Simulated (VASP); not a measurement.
# CaScBr5 (P1) in VASP: single point with PBEsol

Aim: the single point of CaScBr5 with PBEsol.

Program: VASP 6.6.1. These are calculated values, not measurements. Logs are shortened: lines on timing, memory, paths and dates and some standing lists are left out, and cuts for length are marked.

## 1. The cell of the first run

The typed cell holds 7 atoms: a = 5.703 Å, b = 4.061 Å, c = 10.024 Å, α = 90.31°, β = 97.70°, γ = 89.99°.

## 2. Single point, PBEsol

Contents of INCAR:

```
SYSTEM = CaScBr5
PREC = Accurate
ENCUT = 520
EDIFF = 1E-7
ISMEAR = -1
SIGMA = 0.05
LREAL = .FALSE.
LASPH = .TRUE.
NELM = 60
ALGO = Normal
ISIF = 2
LWAVE = .FALSE.
LCHARG = .FALSE.
GGA = PS
NBANDS = 37
```

Contents of KPOINTS:

```
Automatic mesh
0
G
  4 4 2
  0 0 0
```

Contents of POSCAR:

```
CaScBr5
1.0
    5.6900132885     -0.0005890306     -0.3807710333
   -0.0001483360      4.0607854842     -0.0182065913
   -0.6763711016     -0.0099582758     10.0011084698
Ca Sc Br
1 1 5
Direct
    0.5146426712      0.5029266854     -0.1513094013
   -0.0135772926     -0.0017315662      0.5153309626
   -0.2670322757      0.4968911678      0.4090507471
   -0.0048480951      0.5014496883      0.7350352430
    0.1876745633     -0.0046399675      0.3175161756
    0.4532412394      0.0001500549      0.6415802287
    0.6002045108      0.0053722852      0.0314264490
```

Potentials or basis: VASP PAW PBE potentials, release 64 (Ca_sv, Sc_sv, Br).

Launch:

```sh
$ cat potpaw_PBE.64/Ca_sv/POTCAR potpaw_PBE.64/Sc_sv/POTCAR potpaw_PBE.64/Br/POTCAR > POTCAR
$ mpirun -np 1 vasp_std > vasp.out
```

OUTCAR:

```text
SYSTEM = CaScBr5
   PREC = Accurate
   ENCUT = 520
   EDIFF = 1E-7
   ISMEAR = -1
   LREAL = .FALSE.
   LASPH = .TRUE.
   NELM = 60
   ISIF = 2
   GGA = PS

 ion  position               nearest neighbor table
   1  0.515  0.503  0.849-   7 2.73   7 2.73   6 2.89   6 2.89
   2  0.986  0.998  0.515-   5 2.42   3 2.63   3 2.63   6 2.79   4 2.99   4 2.99
   3  0.733  0.497  0.409-   2 2.63   2 2.63
   4  0.995  0.501  0.735-   2 2.99   2 2.99
   5  0.188  0.995  0.318-   2 2.42
   6  0.453  0.000  0.642-   2 2.79   1 2.89   1 2.89
   7  0.600  0.005  0.031-   1 2.73   1 2.73

  LATTYP: Found a triclinic cell.
 ALAT       =    10.0239586820
 B/A-ratio  =     0.5689109174
 C/A-ratio  =     0.4051120351
 COS(alpha) =     0.0001596255
 COS(beta)  =     0.0054642219
 COS(gamma) =     0.1339424059

  Lattice vectors:

 A1 = (  -0.6763711016,  -0.0099582758,  10.0011084698)
 A2 = (  -5.6900132885,   0.0005890306,   0.3807710333)
 A3 = (   0.0001483360,  -4.0607854842,   0.0182065913)

Analysis of symmetry for initial positions (statically):
=====================================================================
 Subroutine PRICEL returns:
 Original cell was already a primitive cell.

 Routine SETGRP: Setting up the symmetry group for a
 triclinic supercell.

 Subroutine GETGRP returns: Found  1 space group operations
 (whereof  1 operations were pure point group operations)
 out of a pool of  2 trial point group operations.

The static configuration has the point symmetry C_1 .

Analysis of symmetry for dynamics (positions and initial velocities):
=====================================================================
 Subroutine PRICEL returns:
 Original cell was already a primitive cell.

 Routine SETGRP: Setting up the symmetry group for a
 triclinic supercell.

 Subroutine GETGRP returns: Found  1 space group operations
 (whereof  1 operations were pure point group operations)
 out of a pool of  2 trial point group operations.

The dynamic configuration has the point symmetry C_1 .

 Subroutine INISYM returns: Found  1 space group operations
 (whereof  1 operations are pure point group operations),
 and found     1 'primitive' translations

----------------------------------------------------------------------------------------

                                     Primitive cell

  volume of cell :     230.0380
[... 94 lines left out ...]
   EDIFF  = 0.1E-06   stopping-criterion for ELM
   LREAL  =      F    real-space projection
   EDIFFG = 0.1E-05   stopping-criterion for IOM
   NSW    =      0    number of steps for IOM
   IBRION =     -1    ionic relax: 0-MD 1-quasi-New 2-CG
   NFREE  =      0    steps in history (QN), initial steepest desc. (CG)
   ISIF   =      2    stress and relaxation
   ISYM   =      2    0-nonsym 1-usesym 2-fastsym
   POTIM  = 0.5000    time-step for ionic-motion
   TEBEG  =    0.0;   TEEND  =   0.0 temperature during run
   PSTRESS=    0.0 pullay stress
   NELECT =      56.0000    total number of electrons
   NUPDOWN=      -1.0000    fix difference up-down
   EMIN   =  10.00;   EMAX   =-10.00  energy-range for DOS
   EFERMI =   0.00;   METHOD = LEGACY
   ISMEAR =    -1;   SIGMA  =   0.05  broadening in eV -4-tet -1-fermi 0-gaus
   EFERMI_NEDOS =   21; number of points for ismear=-14 and -15
   IALGO  =     38    algorithm
   IMIX   =      4    mixing-type and parameters
     AMIX     =   0.40;   BMIX     =  1.00
     AMIX_MAG =   1.60;   BMIX_MAG =  1.00
  volume/ion in A,a.u.               =      32.86       221.77
  Fermi-wavevector in a.u.,A,eV,Ry     =   1.022204  1.931686 14.216747  1.044901
  Thomas-Fermi vector in A             =   2.155871
   LORBIT       =      0    0 simple, 1 ext, 2 COOP (PROOUT), +10 PAW based schemes
   GGA     = PS    functional components
   LHFCALC =     F    Hartree Fock is set to
   AEXX    =    0.0000 exact exchange contribution
   IVDW    =     0    specifies the selected vdW correction
   LEPSILON=     F    determine dielectric tensor
   LRPA    =     F    only Hartree local field effects (RPA)
 non-spin polarized calculation
  energy-cutoff  :      520.00
  volume of cell :      230.04
 maximum number of plane-waves:      6212
   NGX = 21   NGY = 15   NGZ = 37

 number of electron      56.0000004 magnetization

 Free energy of the ion-electron system (eV)
  ---------------------------------------------------
  ext. energy  EPLUGINS =         0.00000000
  ---------------------------------------------------
  free energy    TOTEN  =       -29.83706474 eV

  energy without entropy =      -29.83706474  energy(sigma->0) =      -29.83706474

 E-fermi :   0.9970     XC(G=0):  -7.9814

 val. band max:       -0.2071548735   @ k =  -0.0000  -0.0000   0.5000
 cond. band min:       2.3445932395   @ k =   0.0000   0.2500   0.0000
 fundamental gap:      2.5517481130
 Fermi energy:         0.9970305678

 k-point     1 :       0.0000    0.0000    0.0000
  band No.  band energies     occupation
      1     -49.1920      2.00000
      2     -39.4561      2.00000
      3     -27.9309      2.00000
      4     -27.9103      2.00000
      5     -27.8456      2.00000
      6     -20.6229      2.00000
[... 789 lines left out ...]
     36       5.6758      0.00000
     37       5.9030      0.00000

------------------------ aborting loop because EDIFF is reached ----------------------------------------

  FORCE on cell =-STRESS in cart. coord.  units (eV):
  Direction    XX          YY          ZZ          XY          YZ          ZX
  --------------------------------------------------------------------------------------
  -------------------------------------------------------------------------------------
  Total        0.0616297      0.1462049      0.1663985      0.0003396      0.0009248     -0.0061332
  in kB        0.4292407      1.0182937      1.1589389      0.0023655      0.0064412     -0.0427165
  external PRESSURE =       0.8688244 kB  Pullay stress =       0.0000000 kB

 VOLUME and BASIS-vectors are now :
 -----------------------------------------------------------------------------
  energy-cutoff  :      520.00
  volume of cell :      230.04
      direct lattice vectors                 reciprocal lattice vectors
     5.690013289 -0.000589031 -0.380771033     0.176545520  0.000059981  0.011939765
    -0.000148336  4.060785484 -0.018206591     0.000042092  0.246258889  0.000248051
    -0.676371102 -0.009958276 10.001108470     0.006721674  0.000450587  0.100443949

 POSITION                                       TOTAL-FORCE (eV/Angst)
 -----------------------------------------------------------------------------------
      2.35422      2.03352      8.28273         0.005283     -0.000011     -0.002166
      5.26406      4.04804      4.76010        -0.007450      0.000467      0.025424
      3.89385      2.01326      3.80282        -0.015645     -0.000312     -0.015258
      5.16520      2.02837      6.96311        -0.005397     -0.000165      0.008464
      0.85296      4.03867      3.08593         0.014520      0.000213     -0.031373
      2.14500     -0.00605      6.24393         0.004576     -0.000196     -0.009678
      3.39391      0.02115      0.08566         0.004113      0.000004      0.024587
 -----------------------------------------------------------------------------------
    total drift:                               -0.000235      0.000016     -0.000561

  FREE ENERGIE OF THE ION-ELECTRON SYSTEM (eV)
  ---------------------------------------------------
  free  energy   TOTEN  =       -29.8370647409 eV

  energy  without entropy=      -29.8370647409  energy(sigma->0) =      -29.83706474
```

stdout:

```text
POSCAR found type information on POSCAR CaScBr
 POSCAR found :  3 types and       7 ions
 scaLAPACK will be used
 -----------------------------------------------------------------------------
|                                                                             |
|                                                                             |
|     You enforced a specific xc type in the INCAR file but a different       |
|     I HOPE YOU KNOW WHAT YOU ARE DOING!                                     |
|                                                                             |
 -----------------------------------------------------------------------------

 LDA part: xc-table for (Slater+PW92), standard interpolation
 POSCAR, INCAR and KPOINTS ok, starting setup
 FFT: planning ... GRIDC
 FFT: planning ... GRID_SOFT
 FFT: planning ... GRID
 WAVECAR not read
 entering main loop
```

Wall time 7.7 min (1 thread of Intel Xeon 8259CL, shared host); peak memory 0.4 GiB.

What came out:

```
Free energy            : -29.8371 eV
Pressure               : 0.1 GPa
Largest force          : 0.035 eV/Å
Band gap on the k mesh : 2.55 eV (least direct gap 2.59 eV)
```

Forces on the atoms (eV/Å):
```
Ca   0.005  0.000 -0.002
Sc  -0.007  0.000  0.025
Br  -0.016  0.000 -0.015
Br  -0.005  0.000  0.008
Br   0.015  0.000 -0.031
Br   0.005  0.000 -0.010
Br   0.004  0.000  0.025
```

Caveat: the PAW data sets were made with another functional, which shifts forces and pressure a little.
